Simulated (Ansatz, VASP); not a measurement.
# PtSe2 in VASP and in Ansatz

File INCAR:

```
PREC = Accurate
ENCUT = 520
EDIFF = 1E-6
ISMEAR = 0
SIGMA = 0.15
LREAL = F
LASPH = T
NELM = 100
ALGO = Normal
ISIF = 2
LWAVE = F
LCHARG = T
GGA = PE
LELF = T
LVHAR = T
NBANDS = 18
```

The input KPOINTS:

```
regular mesh
0
Gamma
  12 12 10
```

The input POSCAR:

```
PtSe2
1.0
    3.7240006046      0.0000000000      0.0000000000
   -1.8620003023      3.2250791273      0.0000000000
    0.0000000000      0.0000000000      5.0620000000
Pt Se
1 2
Direct
    0.0000000000      0.0000000000      0.0000000000
    0.3255815855      0.6511631711      0.2500000000
    0.6589149189      0.3178298378      0.7500000000
```

Input for Ansatz:

```yaml
crystal:
  lattice:
    - [3.7240006046, 0.0, 0.0]
    - [-1.8620003023, 3.2250791273, 0.0]
    - [0.0, 0.0, 5.062]
  atoms:
    - { symbol: Pt, position: [0.0, 0.0, 0.0] }
    - { symbol: Se, position: [0.3255815855, 0.6511631711, 0.25] }
    - { symbol: Se, position: [0.6589149189, 0.3178298378, 0.75] }
basis:
  ecutwfc: 420
kpoints:
  mp_grid: { grid: [12, 12, 10] }
hamiltonian:
  xc: pbe
scf:
  occupations: { method: gaussian, width: 0.15 }
output:
  forces: true
  stress: true
  eigenvalues: true
```

Change from the starting cell: all Se atoms moved -0.050 Å, as atom 2 along Cartesian [0 1 0].

Alike in both runs: task single point; functional PBE; k mesh 12 × 12 × 10; occupations gaussian, width 0.15 eV; no spin polarisation.

|  | VASP | Ansatz |
| --- | --- | --- |
| version | VASP 6.6.1 | Ansatz 0.2.0 |
| potentials or method | VASP PAW PBE potentials, release 64 (Pt, Se), cutoff 520 eV | scalar-relativistic, plane waves, PAW |
| valence electrons in the cell | 22 | 50 |

```csv
,VASP,Ansatz,Ansatz less VASP
gap on the k mesh at the Fermi level (eV),none,none,-
pressure (GPa),7.5,7.5,0.00
"traceless stress, the component that is largest in VASP (GPa)",-1.35,-1.34,+0.011
rms of the force components (eV/Å),0.437,0.434,-0.0031
```

Atom by atom the forces differ by 0.003 eV/Å (rms over components). A gap of «none» marks a metal or a gap that the smearing closes. VASP's potentials hold 22 valence electrons a cell and Ansatz's 50, so a difference there can come from the potentials and not from the codes.

Neither program's run includes spin-orbit coupling.
